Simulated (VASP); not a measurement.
# ScNb (P-6m2) in VASP: a series of runs

ScNb is run at these levels: PBE; tasks: single point.

Program: VASP 6.6.1. These are calculated values, not measurements. Logs are shortened: lines on timing, memory, paths and dates and some standing lists are left out, and cuts for length are marked.

### Step 1. The cell of the first run

It takes space group P-6m2 (No. 187, hexagonal). The conventional cell has a = 3.066 Å, b = 3.066 Å, c = 5.072 Å, α = 90.00°, β = 90.00°, γ = 120.00°. Sc (site symmetry -6m2) has 6 Sc at 3.07 Å and 6 Nb at 3.09 Å within 4.0 Å. Nb (site symmetry -6m2) has 6 Nb at 3.07 Å and 6 Sc at 3.09 Å within 4.0 Å.

### Step 2. Single point, PBE

Contents of INCAR:

```
SYSTEM = ScNb
ALGO     = Fast           ! electronic algorithm
EDIFF    = 1E-6           ! SCF threshold, eV
ENCUT    = 520            ! plane-wave cutoff, eV
GGA      = PE             ! functional
ISIF     = 2              ! what is computed and relaxed
ISMEAR   = 0              ! smearing method
LASPH    = .True.         ! aspherical terms in the spheres
LCHARG   = .False.        ! write CHGCAR
LREAL    = .False.        ! projectors in reciprocal space
LWAVE    = .False.        ! write WAVECAR
NBANDS   = 19             ! bands
NELM     = 100            ! most SCF steps
PREC     = Accurate       ! precision mode
SIGMA    = 0.1            ! smearing width, eV
```

Contents of KPOINTS:

```
k-points
0
Gamma
  3 3 2
  0 0 0
```

Contents of POSCAR:

```
ScNb
1.0
    3.0656443612      0.0000000000      0.0000000000
   -1.5328221806      2.6549258957      0.0000000000
    0.0000000000      0.0000000000      5.0721940000
Sc Nb
1 1
Direct
    0.0000000000      0.0000000000      0.0000000000
    0.3333333333      0.6666666667      0.5000000000
```

Potentials or basis: VASP PAW PBE potentials, release 64 (Sc_sv, Nb_sv).

On the command line:

```console
$ cat potpaw_PBE.64/Sc_sv/POTCAR potpaw_PBE.64/Nb_sv/POTCAR > POTCAR
$ mpirun -np 1 vasp_std > vasp.out
```

OUTCAR:

```text
SYSTEM = ScNb
   EDIFF = 1E-6
   ENCUT = 520
   GGA = PE
   ISIF = 2
   ISMEAR = 0
   LASPH = .True.
   LREAL = .False.
   NELM = 100
   PREC = Accurate

 ion  position               nearest neighbor table
   1  0.000  0.000  0.000-   2 3.09   2 3.09   2 3.09   2 3.09   2 3.09   2 3.09
   2  0.333  0.667  0.500-   1 3.09   1 3.09   1 3.09   1 3.09   1 3.09   1 3.09

  LATTYP: Found a hexagonal cell.
 ALAT       =     3.0656443612
 C/A-ratio  =     1.6545278585

  Lattice vectors:

 A1 = (   3.0656443612,   0.0000000000,   0.0000000000)
 A2 = (  -1.5328221806,   2.6549258957,   0.0000000000)
 A3 = (   0.0000000000,   0.0000000000,   5.0721940000)

Analysis of symmetry for initial positions (statically):
=====================================================================
 Subroutine PRICEL returns:
 Original cell was already a primitive cell.

 Routine SETGRP: Setting up the symmetry group for a
 hexagonal supercell.

 Subroutine GETGRP returns: Found 12 space group operations
 (whereof 12 operations were pure point group operations)
 out of a pool of 24 trial point group operations.

The static configuration has the point symmetry D_3h.

Analysis of symmetry for dynamics (positions and initial velocities):
=====================================================================
 Subroutine PRICEL returns:
 Original cell was already a primitive cell.

 Routine SETGRP: Setting up the symmetry group for a
 hexagonal supercell.

 Subroutine GETGRP returns: Found 12 space group operations
 (whereof 12 operations were pure point group operations)
 out of a pool of 24 trial point group operations.

The dynamic configuration has the point symmetry D_3h.

 Subroutine INISYM returns: Found 12 space group operations
 (whereof 12 operations are pure point group operations),
 and found     1 'primitive' translations

----------------------------------------------------------------------------------------

                                     Primitive cell

  volume of cell :      41.2829

  direct lattice vectors                    reciprocal lattice vectors
     3.065644361  0.000000000  0.000000000     0.326195697  0.188329174  0.000000000
    -1.532822181  2.654925896  0.000000000     0.000000000  0.376658347  0.000000000
     0.000000000  0.000000000  5.072194000     0.000000000  0.000000000  0.197153342

  length of vectors
     3.065644361  3.065644361  5.072194000     0.376658347  0.376658347  0.197153342

  position of ions in fractional coordinates (direct lattice)
     0.000000000  0.000000000  0.000000000
     0.333333333  0.666666667  0.500000000

  ion indices of the primitive-cell ions
   primitive index   ion index
                 1           1
                 2           2

----------------------------------------------------------------------------------------

 KPOINTS: k-points

Automatic generation of k-mesh.
 Grid dimensions read from file:
 generate k-points for:    3    3    2

 Generating k-lattice:

  Cartesian coordinates                     Fractional coordinates (reciprocal lattice)
     0.108731899  0.062776391  0.000000000     0.333333333 -0.000000000  0.000000000
     0.000000000  0.125552782  0.000000000     0.000000000  0.333333333  0.000000000
     0.000000000  0.000000000  0.098576671     0.000000000  0.000000000  0.500000000

  Length of vectors
     0.125552782  0.125552782  0.098576671

  Shift w.r.t. Gamma in fractional coordinates (k-lattice)
     0.000000000  0.000000000  0.000000000

 Subroutine IBZKPT returns following result:
 ===========================================

 Found      6 irreducible k-points:

 Following reciprocal coordinates:
            Coordinates               Weight
  0.000000  0.000000  0.000000      1.000000
  0.333333 -0.000000  0.000000      6.000000
  0.333333  0.333333  0.000000      2.000000
  0.000000  0.000000  0.500000      1.000000
  0.333333 -0.000000  0.500000      6.000000
  0.333333  0.333333  0.500000      2.000000
   k-points           NKPTS =      6   k-points in BZ     NKDIM =      6   number of bands    NBANDS=     19
   number of dos      NEDOS =    301   number of ions     NIONS =      2
   total plane-waves  NPLWV =  23040
   dimension x,y,z NGX =    24 NGY =   24 NGZ =   40
   dimension x,y,z NGXF=    48 NGYF=   48 NGZF=   80
   ions per type =               1   1
   NGX,Y,Z   is equivalent  to a cutoff of  13.01, 13.01, 13.11 a.u.
   NGXF,Y,Z  is equivalent  to a cutoff of  26.03, 26.03, 26.22 a.u.
 SYSTEM =  ScNb
   PREC   = accura    normal or accurate (medium, high low for compatibility)
   ISTART =      0    job   : 0-new  1-cont  2-samecut
   ICHARG =      2    charge: 1-file 2-atom 10-const
   ISPIN  =      1    spin polarized calculation?
   LNONCOLLINEAR =      F non collinear calculations
   LSORBIT =      F    spin-orbit coupling
   LASPH  =      T    aspherical Exc in radial PAW
   ENCUT  =  520.0 eV  38.22 Ry    6.18 a.u.   5.70  5.70  9.43*2*pi/ulx,y,z
   NELM   =    100;   NELMIN=  2; NELMDL= -5     # of ELM steps
   EDIFF  = 0.1E-05   stopping-criterion for ELM
   LREAL  =      F    real-space projection
   EDIFFG = 0.1E-04   stopping-criterion for IOM
   NSW    =      0    number of steps for IOM
   IBRION =     -1    ionic relax: 0-MD 1-quasi-New 2-CG
   NFREE  =      0    steps in history (QN), initial steepest desc. (CG)
   ISIF   =      2    stress and relaxation
   ISYM   =      2    0-nonsym 1-usesym 2-fastsym
   POTIM  = 0.5000    time-step for ionic-motion
   TEBEG  =    0.0;   TEEND  =   0.0 temperature during run
   PSTRESS=    0.0 pullay stress
   NELECT =      24.0000    total number of electrons
   NUPDOWN=      -1.0000    fix difference up-down
   EMIN   =  10.00;   EMAX   =-10.00  energy-range for DOS
   EFERMI =   0.00;   METHOD = LEGACY
   ISMEAR =     0;   SIGMA  =   0.10  broadening in eV -4-tet -1-fermi 0-gaus
   EFERMI_NEDOS =   21; number of points for ismear=-14 and -15
   IALGO  =     68    algorithm
   IMIX   =      4    mixing-type and parameters
     AMIX     =   0.40;   BMIX     =  1.00
     AMIX_MAG =   1.60;   BMIX_MAG =  1.00
  volume/ion in A,a.u.               =      20.64       139.30
  Fermi-wavevector in a.u.,A,eV,Ry     =   1.366329  2.581987 25.400097  1.866854
  Thomas-Fermi vector in A             =   2.492479
   LORBIT       =      0    0 simple, 1 ext, 2 COOP (PROOUT), +10 PAW based schemes
   GGA     = PE    functional components
   LHFCALC =     F    Hartree Fock is set to
   AEXX    =    0.0000 exact exchange contribution
   IVDW    =     0    specifies the selected vdW correction
   LEPSILON=     F    determine dielectric tensor
   LRPA    =     F    only Hartree local field effects (RPA)
 non-spin polarized calculation
 RMM-DIIS sequential band-by-band and
 Gauss-broadening in eV      SIGMA  =   0.10
  energy-cutoff  :      520.00
  volume of cell :       41.28
 maximum number of plane-waves:      1116
 NGX is ok and might be reduce to    24
   NGX = 11   NGY = 11   NGZ = 19

 number of electron      24.0000000 magnetization

 Free energy of the ion-electron system (eV)
  ---------------------------------------------------
  ext. energy  EPLUGINS =         0.00000000
  ---------------------------------------------------
  free energy    TOTEN  =       -16.12678379 eV

  energy without entropy =      -16.11472844  energy(sigma->0) =      -16.12075611

 E-fermi :   7.1285     XC(G=0): -11.2122

 val. band max:        7.0592708090   @ k =   0.3333  -0.0000   0.5000
 cond. band min:       7.5683011078   @ k =   0.0000   0.0000   0.5000
 fundamental gap:      0.5090302988
 Fermi energy:         7.1284722794

 k-point     1 :       0.0000    0.0000    0.0000
  band No.  band energies     occupation
      1     -47.5654      2.00000
      2     -41.7362      2.00000
      3     -23.6338      2.00000
      4     -23.2371      2.00000
      5     -23.2371      2.00000
      6     -20.3260      2.00000
      7     -20.1115      2.00000
      8     -20.1115      2.00000
      9       1.5345      2.00000
     10       4.3472      2.00000
     11       7.6820      0.00000
     12       7.6820      0.00000
     13       8.0438      0.00000
     14       8.2942      0.00000
     15       9.3508      0.00000
     16       9.3508      0.00000
     17       9.4372      0.00000
     18       9.4372      0.00000
     19      11.4059      0.00000

 k-point     2 :       0.3333   -0.0000    0.0000
  band No.  band energies     occupation
      1     -47.4967      2.00000
      2     -41.6720      2.00000
      3     -23.7635      2.00000
      4     -23.5297      2.00000
      5     -23.3612      2.00000
      6     -20.5318      2.00000
      7     -20.2948      2.00000
      8     -20.2058      2.00000
      9       3.9267      2.00000
     10       5.2802      2.00000
     11       5.6587      2.00000
     12       6.9324      1.99445
     13       8.3070      0.00000
     14       8.3548      0.00000
     15       8.4644      0.00000
     16      10.2193      0.00000
     17      10.4577      0.00000
     18      11.1701      0.00000
     19      11.7720      0.00000

 k-point     3 :       0.3333    0.3333    0.0000
  band No.  band energies     occupation
      1     -47.4620      2.00000
      2     -41.6396      2.00000
      3     -23.7252      2.00000
      4     -23.7252      2.00000
      5     -23.4773      2.00000
      6     -20.5016      2.00000
      7     -20.4921      2.00000
      8     -20.2786      2.00000
      9       5.5103      2.00000
     10       6.0082      2.00000
     11       6.1229      2.00000
     12       6.1349      2.00000
     13       6.8542      1.99989
     14       8.4102      0.00000
     15       8.9767      0.00000
     16      10.9604      0.00000
     17      11.1616      0.00000
     18      11.2643      0.00000
     19      14.2859      0.00000

 k-point     4 :       0.0000    0.0000    0.5000
  band No.  band energies     occupation
      1     -47.5650      2.00000
      2     -41.7374      2.00000
      3     -23.5976      2.00000
      4     -23.2365      2.00000
      5     -23.2365      2.00000
      6     -20.3818      2.00000
      7     -20.1124      2.00000
      8     -20.1124      2.00000
      9       2.8388      2.00000
     10       3.5627      2.00000
     11       6.5811      2.00000
     12       7.5683      0.00000
     13       7.5683      0.00000
     14       8.1237      0.00000
     15       8.7170      0.00000
     16       8.7170      0.00000
     17      10.5958      0.00000
     18      10.5960      0.00000
     19      11.1866      0.00000

 k-point     5 :       0.3333   -0.0000    0.5000
  band No.  band energies     occupation
      1     -47.4965      2.00000
      2     -41.6723      2.00000
      3     -23.7703      2.00000
      4     -23.5266      2.00000
      5     -23.3599      2.00000
      6     -20.5193      2.00000
      7     -20.3010      2.00000
      8     -20.2082      2.00000
      9       4.4524      2.00000
     10       4.5945      2.00000
     11       6.1775      2.00000
     12       7.0593      1.67225
     13       7.6976      0.00000
     14       8.4907      0.00000
     15       9.0269      0.00000
     16       9.7289      0.00000
     17      10.9747      0.00000
     18      11.4148      0.00000
     19      11.4698      0.00000

 k-point     6 :       0.3333    0.3333    0.5000
  band No.  band energies     occupation
      1     -47.4619      2.00000
      2     -41.6395      2.00000
      3     -23.7359      2.00000
      4     -23.7224      2.00000
      5     -23.4900      2.00000
      6     -20.4975      2.00000
      7     -20.4824      2.00000
      8     -20.2615      2.00000
      9       5.8606      2.00000
     10       5.8837      2.00000
     11       6.2053      2.00000
     12       6.4107      2.00000
     13       6.7257      2.00000
     14       7.7493      0.00000
     15       9.3172      0.00000
     16       9.3907      0.00000
     17      11.1989      0.00000
     18      11.5754      0.00000
     19      14.6018      0.00000

------------------------ aborting loop because EDIFF is reached ----------------------------------------

  FORCE on cell =-STRESS in cart. coord.  units (eV):
  Direction    XX          YY          ZZ          XY          YZ          ZX
  --------------------------------------------------------------------------------------
  -------------------------------------------------------------------------------------
  Total       -0.3136855     -0.3136855     -0.6378544      0.0000000      0.0000000     -0.0000000
  in kB      -12.1740479    -12.1740479    -24.7549524      0.0000000      0.0000000     -0.0000000
  external PRESSURE =     -16.3676828 kB  Pullay stress =       0.0000000 kB

 VOLUME and BASIS-vectors are now :
 -----------------------------------------------------------------------------
  energy-cutoff  :      520.00
  volume of cell :       41.28
      direct lattice vectors                 reciprocal lattice vectors
     3.065644361  0.000000000  0.000000000     0.326195697  0.188329174  0.000000000
    -1.532822181  2.654925896  0.000000000     0.000000000  0.376658347  0.000000000
     0.000000000  0.000000000  5.072194000     0.000000000  0.000000000  0.197153342

 POSITION                                       TOTAL-FORCE (eV/Angst)
 -----------------------------------------------------------------------------------
      0.00000      0.00000      0.00000        -0.000000      0.000000      0.000000
     -0.00000      1.76995      2.53610         0.000000      0.000000      0.000000
 -----------------------------------------------------------------------------------
    total drift:                                0.000000     -0.000000     -0.000000

  FREE ENERGIE OF THE ION-ELECTRON SYSTEM (eV)
  ---------------------------------------------------
  free  energy   TOTEN  =       -16.1267837863 eV

  energy  without entropy=      -16.1147284370  energy(sigma->0) =      -16.12075611
```

Wall time 28 s (1 thread of AMD EPYC 7R43 (Zen 3), shared host); peak memory 0.12 GiB.

What came out:

```yaml
Free_energy: -16.1268 eV
Pressure: -1.6 GPa
Band_gap_on_the_k_mesh: zero (band 12 reaches 7.68 eV, above the bottom of band 13 at 6.73 eV)
```

Stress tensor (GPa, compression positive):
```
-1.22  0.00  0.00
 0.00 -1.22  0.00
 0.00  0.00 -2.48
```

Caveat: the k points lie up to 0.79 Å⁻¹ apart.

### Step 3. Single point, PBE

Contents of INCAR:

```
SYSTEM = ScNb
ALGO = Normal ; EDIFF = 1E-6
ENCUT = 520 ; GGA = PE
ISIF = 2 ; ISMEAR = 1
ISYM = 0 ; LASPH = .True.
LCHARG = .True. ; LELF = .True.
LREAL = .False. ; LVHAR = .True.
LWAVE = .False. ; NBANDS = 19
NELM = 100 ; PREC = Accurate
SIGMA = 0.1
```

Contents of KPOINTS:

```
k-points
0
Gamma
  1 6 2
  0 0 0
```

POSCAR is that of step 2.

Potentials or basis: VASP PAW PBE potentials, release 64 (Sc_sv, Nb_sv).

On the command line:

```console
$ cat potpaw_PBE.64/Sc_sv/POTCAR potpaw_PBE.64/Nb_sv/POTCAR > POTCAR
$ mpirun -np 1 vasp_std > vasp.out
```

Run time: 10 s. Hardware: 1 thread of AMD EPYC 7R43 (Zen 3), shared host; peak memory 0.12 GiB.

Results (log left out):

```
Free energy            : -16.8335 eV
Pressure               : 9.6 GPa
Largest force          : 0.787 eV/Å
Band gap on the k mesh : zero (band 12 reaches 7.75 eV, above the bottom of band 13 at 7.38 eV)
```

Forces in eV/Å, atoms in the order of the input:
```
Sc   0.000 -0.787  0.000
Nb   0.000  0.787  0.000
```

Stress tensor (GPa, compression positive):
```
-22.44   0.00   0.00
  0.00  26.61   0.00
  0.00   0.00  24.57
```

Levels at points of the mesh, in eV from the Fermi level:
```
           k point  band 8  band 9  band 10  band 11  band 12  band 13  band 14  band 15  band 16  band 17
(0.00, 0.00, 0.00)  -27.70   -6.08    -3.20     0.10     0.15     0.39     0.68     1.79     1.79     1.81
(0.00, 0.50, 0.00)  -27.82   -3.13    -2.50    -2.03    -0.58     0.47     0.53     1.20     3.96     4.22
(0.00, 0.00, 0.50)  -27.70   -4.76    -3.99    -1.06    -0.01     0.03     0.48     1.12     1.14     2.98
(0.00, 0.50, 0.50)  -27.83   -3.14    -3.09    -1.46    -0.57     1.21     1.31     1.39     2.59     4.02
```

Caveat: the k points lie up to 2.37 Å⁻¹ apart.
